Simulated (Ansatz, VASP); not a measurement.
**Ni in VASP and in Ansatz**

The input INCAR:

```
SYSTEM = Ni
PREC     = Accurate       ! precision mode
ENCUT    = 520            ! plane-wave cutoff, eV
EDIFF    = 1E-6           ! SCF threshold, eV
ISMEAR   = -1             ! smearing method
SIGMA    = 0.3            ! smearing width, eV
LREAL    = .FALSE.        ! projectors in reciprocal space
LASPH    = .TRUE.         ! aspherical terms in the spheres
NELM     = 150            ! most SCF steps
ALGO     = Normal         ! electronic algorithm
ISIF     = 2              ! what is computed and relaxed
LWAVE    = .FALSE.        ! write WAVECAR
LCHARG   = .FALSE.        ! write CHGCAR
ISPIN    = 2              ! spin polarisation
MAGMOM   = 0.607          ! initial moments
LORBIT   = 11             ! projections on sites
LMAXMIX  = 4              ! l up to which the mixer works
NBANDS   = 15             ! bands
```

Contents of KPOINTS:

```
regular mesh
0
G
  16 16 16
  0 0 0
```

Contents of POSCAR:

```
Ni
1.0
    0.0000000000      1.7124646296      1.7124646296
    1.7124646296      0.0000000000      1.7124646296
    1.7124646296      1.7124646296      0.0000000000
Ni
1
Direct
    0.0000000000      0.0000000000      0.0000000000
```

Input for Ansatz:

```yaml
crystal:
  lattice:
    - [0.0, 1.7124646296, 1.7124646296]
    - [1.7124646296, 0.0, 1.7124646296]
    - [1.7124646296, 1.7124646296, 0.0]
  atoms:
    - { symbol: Ni, position: [0.0, 0.0, 0.0], spin: 0.607 }
hamiltonian:
  xc: lda
  pseudopotentials:
    kind: paw
    azcp:
      Ni: "pseudopotentials/Ni.paw.azcp"
basis:
  ecutwfc: 420
  fft_grid_basis: typed
kpoints:
  mp_grid: { grid: [16, 16, 16], shift: [0, 0, 0] }
magnetization:
  spin_polarized: true
scf:
  occupations: { method: fermi_dirac, width: 0.3 }
  lower_state_search: "off"
output:
  stress: true
```

Alike in both runs: task single point; functional LDA; k mesh 16 × 16 × 16; occupations fermi-dirac, width 0.3 eV; collinear spin.

|  | VASP | Ansatz |
| --- | --- | --- |
| version | VASP 6.6.1 | Ansatz 0.2.0 |
| potentials or method | VASP PAW LDA potentials, release 64 (Ni), cutoff 520 eV | plane waves (420 eV) with PAW, scalar-relativistic |
| valence electrons in the cell | 10 | 18 |

|  | VASP | Ansatz | Ansatz less VASP |
| --- | --- | --- | --- |
| pressure (GPa) | 2.0 | 2.0 | +0.05 |
| net moment per atom (μB) | 0.00 | 0.00 | 0.000 |

Ansatz warns that its potentials were made for another functional, while VASP's fit it. LDA's correlation is that of Perdew and Zunger in VASP and of Perdew and Wang (1992) in Ansatz. VASP's potentials hold 10 valence electrons a cell and Ansatz's 18, so a difference there can come from the potentials and not from the codes. Ansatz's warnings: seeded moment not kept.
